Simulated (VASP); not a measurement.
A run of VASP 6.6.1 is set up as follows.

POSCAR

```
PtS2
1.0
    3.5409178631      0.0000000000      0.0000000000
   -1.7704589316      3.0665248222      0.0000000000
    0.0000000000      0.0000000000      5.1664633855
Pt S
1 2
Direct
    0.0000000000      0.0000000000      0.0000000000
    0.3333333333      0.6666666667      0.2385206058
    0.6666666667      0.3333333333      0.7614793942
```

INCAR.step1

```
SYSTEM = PtS2
PREC     = Accurate       ! precision mode
ENCUT    = 400            ! plane-wave cutoff, eV
EDIFF    = 1E-5           ! SCF threshold, eV
ISMEAR   = 0              ! smearing method
SIGMA    = 0.01           ! smearing width, eV
LREAL    = .False.        ! projectors in reciprocal space
LASPH    = .True.         ! aspherical terms in the spheres
NELM     = 120            ! most SCF steps
ALGO     = Normal         ! electronic algorithm
ISIF     = 2              ! what is computed and relaxed
LWAVE    = .True.         ! write WAVECAR
LCHARG   = .False.        ! write CHGCAR
NBANDS   = 18             ! bands
GGA      = PE             ! functional
GGA_COMPAT= .False.
```

File INCAR.step2:

```
SYSTEM = PtS2
PREC     = Accurate       ! precision mode
ENCUT    = 400            ! plane-wave cutoff, eV
EDIFF    = 1E-6           ! SCF threshold, eV
ISMEAR   = 0              ! smearing method
SIGMA    = 0.01           ! smearing width, eV
LREAL    = .False.        ! projectors in reciprocal space
LASPH    = .True.         ! aspherical terms in the spheres
NELM     = 120            ! most SCF steps
ALGO     = Normal         ! electronic algorithm
ISIF     = 2              ! what is computed and relaxed
LWAVE    = .False.        ! write WAVECAR
LCHARG   = .False.        ! write CHGCAR
GGA      = PE             ! functional
LHFCALC  = .True.         ! exact exchange
HFSCREEN = 0.2079         ! screening, 1/A
PRECFOCK = Normal       
NBANDS   = 18             ! bands
ISTART   = 1            
GGA_COMPAT= .False.
```

KPOINTS

```
Automatic mesh
0
Gamma
  6 6 4
  0 0 0
```

Potentials or basis: VASP PAW PBE potentials, release 64 (Pt, S).

The run is started by

```sh
$ cat potpaw_PBE.64/Pt/POTCAR potpaw_PBE.64/S/POTCAR > POTCAR
$ cp INCAR.step1 INCAR
$ mpirun -np 1 vasp_std > vasp.out
$ cp INCAR.step2 INCAR
$ mpirun -np 1 vasp_std > vasp.out
```

(1) Estimate the pressure.

(2) Predict the largest force.

(3) Predict the band gap on the k mesh.

Results:

(1) -0.9 GPa.

(2) 0.414 eV/Å.

(3) 1.49 eV (least direct gap 2.17 eV).

Caveat: the cell differs from its parent crystal (epitaxial xy strain -0.3%); the PAW data sets were made with another functional, which shifts forces and pressure a little; spin-orbit coupling is left out, which moves the levels of the heavy elements.
